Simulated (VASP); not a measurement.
# Sn (P6_3/mmc) in VASP: notebook

Runs on Sn. Level: r2SCAN. Tasks: single point, relaxation of cell and atoms.

All numbers are computed with VASP 6.6.1; they aren't measurements. Logs are shortened: lines on timing, memory, paths and dates and some standing lists are left out, and cuts for length are marked.

**1. The cell of the first run**

It takes space group P6_3/mmc (No. 194, hexagonal). The conventional cell has a = 3.342 Å, b = 3.342 Å, c = 5.580 Å, α = 90.00°, β = 90.00°, γ = 120.00°. Sn (site symmetry -6m2) has 12 Sn at 3.34 to 3.39 Å within 4.4 Å.

This isn't the form of Sn at room conditions, which is tetragonal (white tin).

**2. Single point, r2SCAN**

POSCAR reads:

```
Sn
1.0
    3.3424475709      0.0000000000      0.0000000000
   -1.6712237855      2.8946445072      0.0000000000
    0.0000000000      0.0000000000      5.5796202881
Sn
2
Direct
    0.3333333333      0.6666666667      0.2500000000
    0.6666666667      0.3333333333      0.7500000000
```

INCAR.step1 reads:

```
SYSTEM = Sn
ALGO     = Normal         ! electronic algorithm
EDIFF    = 1E-4           ! SCF threshold, eV
ENCUT    = 520            ! plane-wave cutoff, eV
GGA      = PE             ! functional
ISMEAR   = -1             ! smearing method
LASPH    = .TRUE.         ! aspherical terms in the spheres
LCHARG   = .FALSE.        ! write CHGCAR
LREAL    = .FALSE.        ! projectors in reciprocal space
LWAVE    = .TRUE.         ! write WAVECAR
NBANDS   = 21             ! bands
NELM     = 100            ! most SCF steps
PREC     = Accurate       ! precision mode
SIGMA    = 0.1            ! smearing width, eV
```

INCAR.step2 reads:

```
SYSTEM = Sn
ALGO     = Normal         ! electronic algorithm
EDIFF    = 1E-6           ! SCF threshold, eV
ENCUT    = 520            ! plane-wave cutoff, eV
ISIF     = 2              ! what is computed and relaxed
ISMEAR   = -1             ! smearing method
ISTART   = 1            
LASPH    = .TRUE.         ! aspherical terms in the spheres
LCHARG   = .FALSE.        ! write CHGCAR
LMIXTAU  = .TRUE.       
LREAL    = .FALSE.        ! projectors in reciprocal space
LWAVE    = .FALSE.        ! write WAVECAR
METAGGA  = R2SCAN         ! meta-GGA
NBANDS   = 21             ! bands
NELM     = 100            ! most SCF steps
PREC     = Accurate       ! precision mode
SIGMA    = 0.1            ! smearing width, eV
```

KPOINTS reads:

```
k-points
0
G
  18 18 9
  0 0 0
```

Potentials or basis: VASP PAW PBE potentials, release 64 (Sn_d).

Launch:

```console
> cat potpaw_PBE.64/Sn_d/POTCAR > POTCAR
> cp INCAR.step1 INCAR
> mpirun -np 1 vasp_std > vasp.out
> cp INCAR.step2 INCAR
> mpirun -np 1 vasp_std > vasp.out
```

OUTCAR:

```text
SYSTEM = Sn
   EDIFF = 1E-6
   ENCUT = 520
   ISIF = 2
   ISMEAR = -1
   ISTART = 1
   LASPH = .TRUE.
   LREAL = .FALSE.
   METAGGA = R2SCAN
   NELM = 100
   PREC = Accurate

 ion  position               nearest neighbor table
   1  0.333  0.667  0.250-   2 3.39   2 3.39   2 3.39   2 3.39   2 3.39   2 3.39
   2  0.667  0.333  0.750-   1 3.39   1 3.39   1 3.39   1 3.39   1 3.39   1 3.39

  LATTYP: Found a hexagonal cell.
 ALAT       =     3.3424475709
 C/A-ratio  =     1.6693217080

  Lattice vectors:

 A1 = (   3.3424475709,   0.0000000000,   0.0000000000)
 A2 = (  -1.6712237855,   2.8946445072,   0.0000000000)
 A3 = (   0.0000000000,   0.0000000000,   5.5796202881)

Analysis of symmetry for initial positions (statically):
=====================================================================
 Subroutine PRICEL returns:
 Original cell was already a primitive cell.

 Routine SETGRP: Setting up the symmetry group for a
 hexagonal supercell.

 Subroutine GETGRP returns: Found 24 space group operations
 (whereof 12 operations were pure point group operations)
 out of a pool of 24 trial point group operations.

The static configuration has the point symmetry D_3d.
 The point group associated with its full space group is D_6h.

Analysis of symmetry for dynamics (positions and initial velocities):
=====================================================================
 Subroutine PRICEL returns:
 Original cell was already a primitive cell.

 Routine SETGRP: Setting up the symmetry group for a
 hexagonal supercell.

 Subroutine GETGRP returns: Found 24 space group operations
 (whereof 12 operations were pure point group operations)
 out of a pool of 24 trial point group operations.

The dynamic configuration has the point symmetry D_3d.
 The point group associated with its full space group is D_6h.

 Subroutine INISYM returns: Found 24 space group operations
 (whereof 12 operations are pure point group operations),
 and found     1 'primitive' translations

----------------------------------------------------------------------------------------

                                     Primitive cell

  volume of cell :      53.9839

  direct lattice vectors                    reciprocal lattice vectors
     3.342447571  0.000000000  0.000000000     0.299181955  0.172732782  0.000000000
    -1.671223786  2.894644507  0.000000000     0.000000000  0.345465565  0.000000000
     0.000000000  0.000000000  5.579620288     0.000000000  0.000000000  0.179223665

  length of vectors
     3.342447571  3.342447571  5.579620288     0.345465565  0.345465565  0.179223665

  position of ions in fractional coordinates (direct lattice)
     0.333333333  0.666666667  0.250000000
     0.666666667  0.333333333  0.750000000

  ion indices of the primitive-cell ions
   primitive index   ion index
                 1           1
                 2           2

----------------------------------------------------------------------------------------

 KPOINTS: k-points

Automatic generation of k-mesh.
 Grid dimensions read from file:
 generate k-points for:   18   18    9

 Generating k-lattice:

  Cartesian coordinates                     Fractional coordinates (reciprocal lattice)
     0.016621220  0.009596266  0.000000000     0.055555556 -0.000000000  0.000000000
     0.000000000  0.019192531  0.000000000     0.000000000  0.055555556  0.000000000
     0.000000000  0.000000000  0.019913741     0.000000000  0.000000000  0.111111111

  Length of vectors
     0.019192531  0.019192531  0.019913741

  Shift w.r.t. Gamma in fractional coordinates (k-lattice)
     0.000000000  0.000000000  0.000000000

 Subroutine IBZKPT returns following result:
 ===========================================

 Found    185 irreducible k-points:

 Following reciprocal coordinates:
            Coordinates               Weight
  0.000000  0.000000  0.000000      1.000000
  0.055556  0.000000  0.000000      6.000000
  0.111111  0.000000  0.000000      6.000000
  0.166667 -0.000000  0.000000      6.000000
  0.222222  0.000000  0.000000      6.000000
  0.277778  0.000000  0.000000      6.000000
[... 16 lines left out ...]
  0.333333  0.111111  0.000000     12.000000
  0.388889  0.111111  0.000000     12.000000
 [... further k-points ...]
   k-points           NKPTS =    185   k-points in BZ     NKDIM =    185   number of bands    NBANDS=     21
   number of dos      NEDOS =    301   number of ions     NIONS =      2
   total plane-waves  NPLWV =  32928
   dimension x,y,z NGX =    28 NGY =   28 NGZ =   42
   dimension x,y,z NGXF=    56 NGYF=   56 NGZF=   84
   ions per type =               2
   NGX,Y,Z   is equivalent  to a cutoff of  13.93, 13.93, 12.51 a.u.
   NGXF,Y,Z  is equivalent  to a cutoff of  27.85, 27.85, 25.03 a.u.
 SYSTEM =  Sn
   PREC   = accura    normal or accurate (medium, high low for compatibility)
   ISTART =      1    job   : 0-new  1-cont  2-samecut
   ICHARG =      0    charge: 1-file 2-atom 10-const
   ISPIN  =      1    spin polarized calculation?
   LNONCOLLINEAR =      F non collinear calculations
   LSORBIT =      F    spin-orbit coupling
   LASPH  =      T    aspherical Exc in radial PAW
   ENCUT  =  520.0 eV  38.22 Ry    6.18 a.u.   6.21  6.21 10.37*2*pi/ulx,y,z
   NELM   =    100;   NELMIN=  2; NELMDL=  0     # of ELM steps
   EDIFF  = 0.1E-05   stopping-criterion for ELM
   LREAL  =      F    real-space projection
   EDIFFG = 0.1E-04   stopping-criterion for IOM
   NSW    =      0    number of steps for IOM
   IBRION =     -1    ionic relax: 0-MD 1-quasi-New 2-CG
   NFREE  =      0    steps in history (QN), initial steepest desc. (CG)
   ISIF   =      2    stress and relaxation
   ISYM   =      2    0-nonsym 1-usesym 2-fastsym
   POTIM  = 0.5000    time-step for ionic-motion
   TEBEG  =    0.0;   TEEND  =   0.0 temperature during run
   PSTRESS=    0.0 pullay stress
   NELECT =      28.0000    total number of electrons
   NUPDOWN=      -1.0000    fix difference up-down
   EMIN   =  10.00;   EMAX   =-10.00  energy-range for DOS
   EFERMI =   0.00;   METHOD = LEGACY
   ISMEAR =    -1;   SIGMA  =   0.10  broadening in eV -4-tet -1-fermi 0-gaus
   EFERMI_NEDOS =   21; number of points for ismear=-14 and -15
   IALGO  =     38    algorithm
   IMIX   =      4    mixing-type and parameters
     AMIX     =   0.40;   BMIX     =  1.00
     AMIX_MAG =   1.60;   BMIX_MAG =  1.00
  volume/ion in A,a.u.               =      26.99       182.15
  Fermi-wavevector in a.u.,A,eV,Ry     =   1.315344  2.485640 23.539845  1.730130
  Thomas-Fermi vector in A             =   2.445533
   LORBIT       =      0    0 simple, 1 ext, 2 COOP (PROOUT), +10 PAW based schemes
   METAGGA = R2SCAN    functional components
   LHFCALC =     F    Hartree Fock is set to
   AEXX    =    0.0000 exact exchange contribution
   IVDW    =     0    specifies the selected vdW correction
   LEPSILON=     F    determine dielectric tensor
   LRPA    =     F    only Hartree local field effects (RPA)
 non-spin polarized calculation
  energy-cutoff  :      520.00
  volume of cell :       53.98
 maximum number of plane-waves:      1473
 NGX is ok and might be reduce to    28
   NGX = 13   NGY = 13   NGZ = 21

 number of electron      28.0000007 magnetization

 Free energy of the ion-electron system (eV)
  ---------------------------------------------------
  ext. energy  EPLUGINS =         0.00000000
  ---------------------------------------------------
  free energy    TOTEN  =       -49.03633673 eV

  energy without entropy =      -49.00399017  energy(sigma->0) =      -49.02016345

 E-fermi :   8.1469     XC(G=0): -11.3196

 val. band max:        8.1242329806   @ k =   0.0556   0.0000   0.4444
 cond. band min:       8.1475637886   @ k =   0.3333   0.2778   0.2222
 fundamental gap:      0.0233308080
 Fermi energy:         8.1469030766

 k-point     1 :       0.0000    0.0000    0.0000
  band No.  band energies     occupation
      1     -14.1276      2.00000
      2     -14.1225      2.00000
      3     -14.1082      2.00000
      4     -14.1082      2.00000
      5     -14.0973      2.00000
      6     -14.0973      2.00000
[... 13 lines left out ...]
     20      18.7029      0.00000
     21      20.7518      0.00000

 k-point     2 :       0.0556    0.0000    0.0000
  band No.  band energies     occupation
      1     -14.1279      2.00000
      2     -14.1215      2.00000
      3     -14.1059      2.00000
      4     -14.1033      2.00000
      5     -14.0958      2.00000
      6     -14.0925      2.00000
[... 13 lines left out ...]
     20      18.9078      0.00000
     21      20.3984      0.00000

 k-point     3 :       0.1111    0.0000    0.0000
  band No.  band energies     occupation
      1     -14.1343      2.00000
      2     -14.1157      2.00000
      3     -14.1016      2.00000
      4     -14.0891      2.00000
      5     -14.0866      2.00000
      6     -14.0785      2.00000
[... 13 lines left out ...]
     20      19.6192      0.00000
     21      19.6230      0.00000

 k-point     4 :       0.1667   -0.0000    0.0000
  band No.  band energies     occupation
      1     -14.1462      2.00000
      2     -14.1064      2.00000
      3     -14.0996      2.00000
      4     -14.0722      2.00000
      5     -14.0673      2.00000
      6     -14.0663      2.00000
[... 13 lines left out ...]
     20      18.7623      0.00000
     21      20.0169      0.00000

 k-point     5 :       0.2222    0.0000    0.0000
  band No.  band energies     occupation
      1     -14.1604      2.00000
      2     -14.1084      2.00000
      3     -14.0857      2.00000
      4     -14.0853      2.00000
      5     -14.0740      2.00000
      6     -14.0408      2.00000
[... 13 lines left out ...]
     20      18.3876      0.00000
     21      19.9004      0.00000

 k-point     6 :       0.2778    0.0000    0.0000
  band No.  band energies     occupation
      1     -14.1749      2.00000
      2     -14.1137      2.00000
      3     -14.1008      2.00000
      4     -14.0821      2.00000
      5     -14.0674      2.00000
      6     -14.0141      2.00000
[... 13 lines left out ...]
     20      18.2232      0.00000
     21      19.6760      0.00000

 k-point     7 :       0.3333    0.0000    0.0000
  band No.  band energies     occupation
      1     -14.1881      2.00000
      2     -14.1195      2.00000
      3     -14.1158      2.00000
      4     -14.0895      2.00000
      5     -14.0503      2.00000
      6     -14.0244      2.00000
[... 13 lines left out ...]
     20      18.0334      0.00000
     21      19.4745      0.00000
[... 291 lines left out ...]
      1     -14.1426      2.00000
      2     -14.1178      2.00000
      3     -14.0885      2.00000
      4     -14.0812      2.00000
      5     -14.0803      2.00000
      6     -14.0622      2.00000
[... 13 lines left out ...]
     20      17.5786      0.00000
     21      19.2015      0.00000

 k-point    21 :       0.2222    0.1111    0.0000
  band No.  band energies     occupation
      1     -14.1558      2.00000
      2     -14.1088      2.00000
      3     -14.1043      2.00000
      4     -14.0862      2.00000
      5     -14.0749      2.00000
      6     -14.0371      2.00000
[... 13 lines left out ...]
     20      17.1490      0.00000
     21      19.6060      0.00000

 k-point    22 :       0.2778    0.1111    0.0000
  band No.  band energies     occupation
      1     -14.1679      2.00000
      2     -14.1198      2.00000
      3     -14.1065      2.00000
      4     -14.0907      2.00000
      5     -14.0604      2.00000
      6     -14.0244      2.00000
[... 13 lines left out ...]
     20      16.7976      0.00000
     21      20.1901      0.00000

 k-point    23 :       0.3333    0.1111    0.0000
  band No.  band energies     occupation
      1     -14.1775      2.00000
      2     -14.1328      2.00000
      3     -14.1077      2.00000
      4     -14.0935      2.00000
      5     -14.0438      2.00000
      6     -14.0347      2.00000
[... 13 lines left out ...]
     20      16.5432      0.00000
     21      20.8710      0.00000

 k-point    24 :       0.3889    0.1111    0.0000
  band No.  band energies     occupation
      1     -14.1837      2.00000
      2     -14.1414      2.00000
      3     -14.1093      2.00000
      4     -14.0948      2.00000
      5     -14.0417      2.00000
      6     -14.0311      2.00000
[... 13 lines left out ...]
     20      16.3898      0.00000
     21      21.0690      0.00000

 [... further k-points ...]

------------------------ aborting loop because EDIFF is reached ----------------------------------------

  FORCE on cell =-STRESS in cart. coord.  units (eV):
  Direction    XX          YY          ZZ          XY          YZ          ZX
  --------------------------------------------------------------------------------------
  -------------------------------------------------------------------------------------
  Total        0.0768779      0.0768779     -0.1776209     -0.0000000      0.0000000      0.0000000
  in kB        2.2816437      2.2816437     -5.2715710     -0.0000000      0.0000000      0.0000000
  external PRESSURE =      -0.2360945 kB  Pullay stress =       0.0000000 kB

 VOLUME and BASIS-vectors are now :
 -----------------------------------------------------------------------------
  energy-cutoff  :      520.00
  volume of cell :       53.98
      direct lattice vectors                 reciprocal lattice vectors
     3.342447571  0.000000000  0.000000000     0.299181955  0.172732782  0.000000000
    -1.671223786  2.894644507  0.000000000     0.000000000  0.345465565  0.000000000
     0.000000000  0.000000000  5.579620288     0.000000000  0.000000000  0.179223665

 POSITION                                       TOTAL-FORCE (eV/Angst)
 -----------------------------------------------------------------------------------
     -0.00000      1.92976      1.39491         0.000000     -0.000000      0.000000
      1.67122      0.96488      4.18472        -0.000000      0.000000     -0.000000
 -----------------------------------------------------------------------------------
    total drift:                               -0.000000      0.000000      0.000000

  FREE ENERGIE OF THE ION-ELECTRON SYSTEM (eV)
  ---------------------------------------------------
  free  energy   TOTEN  =       -49.0363367257 eV

  energy  without entropy=      -49.0039901663  energy(sigma->0) =      -49.02016345
```

Run time: 4.4 min. Hardware: 1 thread of Intel Xeon 6975P-C (Granite Rapids), shared host; peak memory 0.3 GiB.

Results:

```yaml
Free_energy: -49.0363 eV
Pressure: 0.0 GPa
Band_gap_on_the_k_mesh: zero (bands 14 and 15 overlap by 9.06 eV)
```

Levels at points of the mesh, in eV from the Fermi level:
```csv
k point,band 12,band 13,band 14,band 15,band 16,band 17
"(0.00, 0.00, 0.00)",-7.31,-4.99,6.40,6.40,7.95,8.22
"(0.50, 0.00, 0.00)",-6.18,-2.51,-1.76,-0.89,1.36,2.39
```

Caveat: the PAW data sets were made with another functional, which shifts forces and pressure a little; spin-orbit coupling is left out, which moves the levels of the heavy elements.

**3. Relaxation of cell and atoms, r2SCAN**

This run uses another cell than the first one, of 28.03 Å³/atom.

POSCAR reads:

```
Sn
1.0
    3.4098662044      0.0000000000      0.0000000000
   -1.7049331022      2.9530307565      0.0000000000
    0.0000000000      0.0000000000      5.5683115117
Sn
2
Direct
    0.3333333333      0.6666666667      0.2500000000
    0.6666666667      0.3333333333      0.7500000000
```

INCAR.step1 reads:

```
SYSTEM = Sn
PREC     = Accurate       ! precision mode
ENCUT    = 600            ! plane-wave cutoff, eV
ISMEAR   = -1             ! smearing method
SIGMA    = 0.1            ! smearing width, eV
LREAL    = .FALSE.        ! projectors in reciprocal space
LASPH    = .TRUE.         ! aspherical terms in the spheres
NELM     = 100            ! most SCF steps
GGA      = PE             ! functional
ALGO     = Normal         ! electronic algorithm
EDIFF    = 1E-4           ! SCF threshold, eV
LWAVE    = .TRUE.         ! write WAVECAR
LCHARG   = .FALSE.        ! write CHGCAR
```

INCAR.step2 reads:

```
SYSTEM = Sn
PREC     = Accurate       ! precision mode
ENCUT    = 600            ! plane-wave cutoff, eV
EDIFF    = 1E-6           ! SCF threshold, eV
ISMEAR   = -1             ! smearing method
SIGMA    = 0.1            ! smearing width, eV
LREAL    = .FALSE.        ! projectors in reciprocal space
LASPH    = .TRUE.         ! aspherical terms in the spheres
NELM     = 100            ! most SCF steps
ALGO     = Normal         ! electronic algorithm
ISIF     = 3              ! what is computed and relaxed
LWAVE    = .FALSE.        ! write WAVECAR
LCHARG   = .FALSE.        ! write CHGCAR
METAGGA  = R2SCAN         ! meta-GGA
LMIXTAU  = .TRUE.       
IBRION   = 2              ! ionic algorithm
NSW      = 80             ! ionic steps
EDIFFG   = -0.01          ! ionic threshold
ISTART   = 1
```

KPOINTS reads:

```
regular mesh
0
G
  11 11 6
  0 0 0
```

Potentials or basis: VASP PAW PBE potentials, release 64 (Sn_d).

Launch:

```console
> cat potpaw_PBE.64/Sn_d/POTCAR > POTCAR
> cp INCAR.step1 INCAR
> mpirun -np 1 vasp_std > vasp.out
> cp INCAR.step2 INCAR
> mpirun -np 1 vasp_std > vasp.out
```

It took 8 min on 1 thread of Intel Xeon 6975P-C (Granite Rapids), shared host; peak memory 0.25 GiB.

Results (log left out):

| Property | Result |
| --- | --- |
| Free energy | -49.0584 eV |
| Relaxed volume | 27.00 Å³/atom |
| Relaxed cell | a = 3.343 Å, b = 3.343 Å, c = 5.579 Å, α = 90.00°, β = 90.00°, γ = 120.00° |
| Space group after relaxing (to 0.1 Å) | P6_3/mmc (No. 194) |
| Energy gained by relaxing | 8.3 meV/atom |
| Ionic steps | 5 |
| Pressure after relaxing | 0.0 GPa |
| Band gap on the k mesh | zero (bands 14 and 15 overlap by 8.53 eV) |

The path:
```tsv
step	energy change (eV)	largest force (eV/Å)	pressure (GPa)	volume (Å³)
1	0.0000	0.0000	-1.77	56.07
2	-0.0154	0.0000	0.44	53.59
3	-0.0156	0.0000	0.18	53.85
4	-0.0165	0.0000	0.06	53.98
5	-0.0165	0.0000	0.03	54.00
```

Final structure:
```
CELL_PARAMETERS angstrom
3.34303 0.00000 0.00000
-1.67152 2.89515 0.00000
0.00000 0.00000 5.57935
ATOMIC_POSITIONS crystal
Sn 0.33333 0.66667 0.25000
Sn 0.66667 0.33333 0.75000
```

Levels at points of the mesh, in eV from the Fermi level:
| k point | band 11 | band 12 | band 13 | band 14 | band 15 | band 16 | band 17 | band 18 |
| --- | --- | --- | --- | --- | --- | --- | --- | --- |
| (0.00, 0.00, 0.00) | -11.78 | -7.33 | -5.01 | 6.37 | 6.37 | 7.92 | 8.19 | 8.19 |
| (0.00, 0.00, 0.50) | -10.45 | -10.45 | 0.76 | 0.76 | 7.31 | 7.31 | 7.31 | 7.31 |

Caveat: the PAW data sets were made with another functional, which shifts forces and pressure a little; spin-orbit coupling is left out, which moves the levels of the heavy elements.

The gap in the log of VASP goes by the Fermi energy; the results here count the filled bands.